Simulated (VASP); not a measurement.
# Pd (Im-3m) in VASP: a series of runs

Pd is run at these levels: PBEsol-based screened hybrid with 25 % exact exchange, PBE0, HSE06, PBE-based screened hybrid with 25 % exact exchange; tasks: single point.

All numbers are computed with VASP 6.6.1; they aren't measurements. Logs are shortened: lines on timing, memory, paths and dates and some standing lists are left out, and cuts for length are marked.

**1. The cell of the first run**

Symmetry: Im-3m, No. 229, cubic system. Conventional cell: a = 3.066 Å, b = 3.066 Å, c = 3.066 Å, α = 90.00°, β = 90.00°, γ = 90.00°. Within 3.5 Å of Pd (site symmetry m-3m) lie 14 Pd at 2.66 to 3.07 Å.

This isn't the form of Pd at room conditions, which is fcc.

**2. Single point, PBEsol-based screened hybrid with 25 % exact exchange**

POSCAR reads:

```
Pd
1.0
   -1.5331964618      1.5331964618      1.5331964618
    1.5331964618     -1.5331964618      1.5331964618
    1.5331964618      1.5331964618     -1.5331964618
Pd
1
Direct
    0.0000000000      0.0000000000      0.0000000000
```

INCAR.step1 reads:

```
PREC = Accurate
ENCUT = 520
EDIFF = 1E-5
ISMEAR = -1
SIGMA = 0.05
LREAL = False
LASPH = True
NELM = 100
ALGO = Normal
ISIF = 2
LWAVE = True
NBANDS = 11
GGA = PE
```

INCAR.step2 reads:

```
PREC = Accurate
ENCUT = 520
EDIFF = 1E-6
ISMEAR = -1
SIGMA = 0.05
LREAL = False
LASPH = True
NELM = 100
ALGO = Normal
ISIF = 2
LWAVE = False
LCHARG = True
GGA = PS
LHFCALC = True
AEXX = 0.25
HFSCREEN = 0.207
PRECFOCK = Normal
LELF = True
LVHAR = True
NBANDS = 11
ISTART = 1
```

KPOINTS reads:

```
regular mesh
0
Gamma
  6 6 6
```

Potentials or basis: VASP PAW PBE potentials, release 64 (Pd).

Started as:

```bash
$ cat potpaw_PBE.64/Pd/POTCAR > POTCAR
$ cp INCAR.step1 INCAR
$ mpirun -np 1 vasp_std > vasp.out
$ cp INCAR.step2 INCAR
$ mpirun -np 1 vasp_std > vasp.out
```

OUTCAR:

```text
PREC = Accurate
   ENCUT = 520
   EDIFF = 1E-6
   ISMEAR = -1
   LREAL = False
   LASPH = True
   NELM = 100
   ISIF = 2
   GGA = PS
   LHFCALC = True
   AEXX = 0.25
   HFSCREEN = 0.207
   PRECFOCK = Normal
   ISTART = 1

 ion  position               nearest neighbor table
   1  0.000  0.000  0.000-

  LATTYP: Found a body centered cubic cell.
 ALAT       =     3.0663929236

  Lattice vectors:

 A1 = (  -1.5331964618,   1.5331964618,   1.5331964618)
 A2 = (   1.5331964618,  -1.5331964618,   1.5331964618)
 A3 = (   1.5331964618,   1.5331964618,  -1.5331964618)

Analysis of symmetry for initial positions (statically):
=====================================================================
 Subroutine PRICEL returns:
 Original cell was already a primitive cell.

 Routine SETGRP: Setting up the symmetry group for a
 body centered cubic supercell.

 Subroutine GETGRP returns: Found 48 space group operations
 (whereof 48 operations were pure point group operations)
 out of a pool of 48 trial point group operations.

The static configuration has the point symmetry O_h .

Analysis of symmetry for dynamics (positions and initial velocities):
=====================================================================
 Subroutine PRICEL returns:
 Original cell was already a primitive cell.

 Routine SETGRP: Setting up the symmetry group for a
 body centered cubic supercell.

 Subroutine GETGRP returns: Found 48 space group operations
 (whereof 48 operations were pure point group operations)
 out of a pool of 48 trial point group operations.

The dynamic configuration has the point symmetry O_h .

 Subroutine INISYM returns: Found 48 space group operations
 (whereof 48 operations are pure point group operations),
 and found     1 'primitive' translations

----------------------------------------------------------------------------------------

                                     Primitive cell

  volume of cell :      14.4163

  direct lattice vectors                    reciprocal lattice vectors
    -1.533196462  1.533196462  1.533196462     0.000000000  0.326116067  0.326116067
     1.533196462 -1.533196462  1.533196462     0.326116067  0.000000000  0.326116067
     1.533196462  1.533196462 -1.533196462     0.326116067  0.326116067  0.000000000

  length of vectors
     2.655574170  2.655574170  2.655574170     0.461197765  0.461197765  0.461197765

  position of ions in fractional coordinates (direct lattice)
     0.000000000  0.000000000  0.000000000

  ion indices of the primitive-cell ions
   primitive index   ion index
                 1           1

----------------------------------------------------------------------------------------

 KPOINTS: regular mesh

Automatic generation of k-mesh.
 Grid dimensions read from file:
 generate k-points for:    6    6    6

 Generating k-lattice:

  Cartesian coordinates                     Fractional coordinates (reciprocal lattice)
     0.000000000  0.054352678  0.054352678     0.166666667  0.000000000  0.000000000
     0.054352678  0.000000000  0.054352678     0.000000000  0.166666667  0.000000000
     0.054352678  0.054352678  0.000000000     0.000000000  0.000000000  0.166666667

  Length of vectors
     0.076866294  0.076866294  0.076866294

  Shift w.r.t. Gamma in fractional coordinates (k-lattice)
     0.000000000  0.000000000  0.000000000

 Subroutine IBZKPT returns following result:
 ===========================================

 Found     16 irreducible k-points:

 Following reciprocal coordinates:
            Coordinates               Weight
  0.000000  0.000000  0.000000      1.000000
  0.166667  0.000000  0.000000     12.000000
  0.333333  0.000000  0.000000     12.000000
  0.500000  0.000000  0.000000      6.000000
  0.166667  0.166667  0.000000     24.000000
  0.333333  0.166667  0.000000     48.000000
[... 8 lines left out ...]
  0.500000  0.500000  0.333333     12.000000
  0.500000  0.500000  0.500000      1.000000
   k-points           NKPTS =     16   k-points in BZ     NKDIM =    216   number of bands    NBANDS=     11
   number of dos      NEDOS =    301   number of ions     NIONS =      1
   total plane-waves  NPLWV =   8000
   dimension x,y,z NGX =    20 NGY =   20 NGZ =   20
   dimension x,y,z NGXF=    40 NGYF=   40 NGZF=   40
   ions per type =               1
   NGX,Y,Z   is equivalent  to a cutoff of  12.52, 12.52, 12.52 a.u.
   NGXF,Y,Z  is equivalent  to a cutoff of  25.04, 25.04, 25.04 a.u.
 SYSTEM =  unknown system
   PREC   = accura    normal or accurate (medium, high low for compatibility)
   ISTART =      1    job   : 0-new  1-cont  2-samecut
   ICHARG =      0    charge: 1-file 2-atom 10-const
   ISPIN  =      1    spin polarized calculation?
   LNONCOLLINEAR =      F non collinear calculations
   LSORBIT =      F    spin-orbit coupling
   LASPH  =      T    aspherical Exc in radial PAW
   ENCUT  =  520.0 eV  38.22 Ry    6.18 a.u.   4.94  4.94  4.94*2*pi/ulx,y,z
   NELM   =    100;   NELMIN=  2; NELMDL=  0     # of ELM steps
   EDIFF  = 0.1E-05   stopping-criterion for ELM
   LREAL  =      F    real-space projection
   EDIFFG = 0.1E-04   stopping-criterion for IOM
   NSW    =      0    number of steps for IOM
   IBRION =     -1    ionic relax: 0-MD 1-quasi-New 2-CG
   NFREE  =      0    steps in history (QN), initial steepest desc. (CG)
   ISIF   =      2    stress and relaxation
   ISYM   =      3    0-nonsym 1-usesym 2-fastsym
   POTIM  = 0.5000    time-step for ionic-motion
   TEBEG  =    0.0;   TEEND  =   0.0 temperature during run
   PSTRESS=    0.0 pullay stress
   NELECT =      10.0000    total number of electrons
   NUPDOWN=      -1.0000    fix difference up-down
   EMIN   =  10.00;   EMAX   =-10.00  energy-range for DOS
   EFERMI =   0.00;   METHOD = LEGACY
   ISMEAR =    -1;   SIGMA  =   0.05  broadening in eV -4-tet -1-fermi 0-gaus
   EFERMI_NEDOS =   21; number of points for ismear=-14 and -15
   IALGO  =     38    algorithm
   IMIX   =      1    mixing-type and parameters
     AMIX     =   0.40;   BMIX     =  1.00
     AMIX_MAG =   1.60;   BMIX_MAG =  1.00
  volume/ion in A,a.u.               =      14.42        97.29
  Fermi-wavevector in a.u.,A,eV,Ry     =   1.449185  2.738562 28.574083  2.100136
  Thomas-Fermi vector in A             =   2.566940
   LORBIT       =      0    0 simple, 1 ext, 2 COOP (PROOUT), +10 PAW based schemes
   GGA     = PS    functional components
   LHFCALC =     T    Hartree Fock is set to
   PRECFOCK=normal    Normal, Fast or Accurate (Low or Medium for compatibility)
   ENCUT4O =  -1.0   cutoff for four orbital integrals eV
   NKREDX  =     1    reduce k-point grid by
   NKREDY  =     1    reduce k-point grid by
   NKREDZ  =     1    reduce k-point grid by
   AEXX    =    0.2500 exact exchange contribution
   HFSCREEN=    0.2070 screening length (either q_TF or 0.3 A-1)
   HFSCREENC=   0.2070 screening length for correlation (either q_TF or 0.3 A-1)
   ENCUTFOCK=  -1.0 apply spherical cutoff to Coloumb kernel
   IVDW    =     0    specifies the selected vdW correction
   LEPSILON=     F    determine dielectric tensor
   LRPA    =     F    only Hartree local field effects (RPA)
 non-spin polarized calculation
  energy-cutoff  :      520.00
  volume of cell :       14.42
 maximum number of plane-waves:       402
  NGX = 16; NGY = 16; NGZ = 16

 number of electron       9.9999996 magnetization

 Free energy of the ion-electron system (eV)
  ---------------------------------------------------
  ext. energy  EPLUGINS =         0.00000000
  ---------------------------------------------------
  free energy    TOTEN  =        -6.51371156 eV

  energy without entropy =       -6.50746756  energy(sigma->0) =       -6.51058956

 E-fermi :   9.0748     XC(G=0): -10.9548

 val. band max:        8.9189765376   @ k =   0.1667   0.1667   0.0000
 cond. band min:       9.1713923820   @ k =  -0.3333   0.5000   0.1667
 fundamental gap:      0.2524158444
 Fermi energy:         9.0747920034

 k-point     1 :       0.0000    0.0000    0.0000
  band No.  band energies     occupation
      1       1.5982      2.00000
      2       5.7039      2.00000
      3       5.7039      2.00000
      4       5.7039      2.00000
      5       7.7257      2.00000
      6       7.7257      2.00000
      7      30.3951      0.00000
      8      30.3951      0.00000
      9      30.3951      0.00000
     10      39.4398      0.00000
     11      39.6169      0.00000

 k-point     2 :       0.1667    0.0000    0.0000
  band No.  band energies     occupation
      1       2.7107      2.00000
      2       5.3376      2.00000
      3       5.7683      2.00000
      4       6.5848      2.00000
      5       7.4333      2.00000
      6       7.7890      2.00000
      7      29.2680      0.00000
      8      30.0939      0.00000
      9      31.7414      0.00000
     10      36.2810      0.00000
     11      36.8963      0.00000

 k-point     3 :       0.3333    0.0000    0.0000
  band No.  band energies     occupation
      1       3.4655      2.00000
      2       4.6671      2.00000
      3       7.4874      2.00000
      4       7.9752      2.00000
      5       8.0238      2.00000
      6       8.7308      1.99794
      7      23.4384      0.00000
      8      27.4182      0.00000
      9      31.8575      0.00000
     10      34.5858      0.00000
     11      36.7966      0.00000

 k-point     4 :       0.5000    0.0000    0.0000
  band No.  band energies     occupation
      1       3.1222      2.00000
      2       4.3576      2.00000
      3       7.7594      2.00000
      4       8.0952      2.00000
      5      10.1248      0.00000
      6      11.3079      0.00000
      7      18.9035      0.00000
      8      26.0322      0.00000
      9      29.2119      0.00000
     10      36.0673      0.00000
     11      37.7633      0.00000

 k-point     5 :       0.1667    0.1667    0.0000
  band No.  band energies     occupation
      1       3.9918      2.00000
      2       5.1610      2.00000
      3       5.4396      2.00000
      4       7.2652      2.00000
      5       8.0498      2.00000
      6       8.9190      1.91512
      7      26.9317      0.00000
      8      26.9531      0.00000
      9      31.4887      0.00000
     10      32.7975      0.00000
     11      37.4762      0.00000
[... 99 lines left out ...]
 k-point    13 :      -0.3333    0.5000    0.1667
  band No.  band energies     occupation
      1       4.3985      2.00000
      2       4.6249      2.00000
      3       5.7288      2.00000
      4       7.8843      2.00000
      5       9.1714      0.25306
      6      15.2673      0.00000
      7      21.4865      0.00000
      8      21.9466      0.00000
      9      31.1223      0.00000
     10      31.1491      0.00000
     11      36.5450      0.00000

 k-point    14 :      -0.3333    0.3333    0.3333
  band No.  band energies     occupation
      1       4.0259      2.00000
      2       4.2361      2.00000
      3       7.6251      2.00000
      4       7.6251      2.00000
      5       8.5787      1.99990
      6      13.6925      0.00000
      7      24.5146      0.00000
      8      24.5146      0.00000
      9      27.8708      0.00000
     10      28.7906      0.00000
     11      37.9466      0.00000

 k-point    15 :       0.5000    0.5000    0.3333
  band No.  band energies     occupation
      1       3.5159      2.00000
      2       3.7356      2.00000
      3       7.8538      2.00000
      4       8.3349      2.00000
      5       9.8268      0.00000
      6      18.1901      0.00000
      7      19.2758      0.00000
      8      22.3435      0.00000
      9      28.5657      0.00000
     10      30.5251      0.00000
     11      33.5489      0.00000

 k-point    16 :       0.5000    0.5000    0.5000
  band No.  band energies     occupation
      1       2.9951      2.00000
      2       2.9951      2.00000
      3       9.7051      0.00001
      4       9.7051      0.00001
      5       9.7051      0.00001
      6      19.9816      0.00000
      7      19.9816      0.00000
      8      19.9816      0.00000
      9      29.0147      0.00000
     10      29.0147      0.00000
     11      29.5270      0.00000

------------------------ aborting loop because EDIFF is reached ----------------------------------------

  FORCE on cell =-STRESS in cart. coord.  units (eV):
  Direction    XX          YY          ZZ          XY          YZ          ZX
  --------------------------------------------------------------------------------------
  -------------------------------------------------------------------------------------
  Total        0.0335952      0.0335952      0.0335952     -0.0000000      0.0000000      0.0000000
  in kB        3.7336537      3.7336537      3.7336537     -0.0000000      0.0000000      0.0000000
  external PRESSURE =       3.7336537 kB  Pullay stress =       0.0000000 kB

 VOLUME and BASIS-vectors are now :
 -----------------------------------------------------------------------------
  energy-cutoff  :      520.00
  volume of cell :       14.42
      direct lattice vectors                 reciprocal lattice vectors
    -1.533196462  1.533196462  1.533196462     0.000000000  0.326116067  0.326116067
     1.533196462 -1.533196462  1.533196462     0.326116067  0.000000000  0.326116067
     1.533196462  1.533196462 -1.533196462     0.326116067  0.326116067  0.000000000

 POSITION                                       TOTAL-FORCE (eV/Angst)
 -----------------------------------------------------------------------------------
      0.00000      0.00000      0.00000         0.000000      0.000000     -0.000000
 -----------------------------------------------------------------------------------
    total drift:                                0.000000      0.000000     -0.000000

  FREE ENERGIE OF THE ION-ELECTRON SYSTEM (eV)
  ---------------------------------------------------
  free  energy   TOTEN  =        -6.5137115645 eV

  energy  without entropy=       -6.5074675606  energy(sigma->0) =       -6.51058956
```

It took 2.9 min on 1 thread of Intel Xeon 6975P-C (Granite Rapids), shared host; peak memory 0.23 GiB.

Results:

```
Free energy            : -6.5137 eV
Pressure               : 0.4 GPa
Band gap on the k mesh : zero (bands 5 and 6 overlap by 2.40 eV)
```

Caveat: the k points lie up to 0.48 Å⁻¹ apart, too coarse for converged energies and pressures of a metal; the PAW data sets were made with another functional, which shifts forces and pressure a little.

(Part 1 of 2 ends here.)
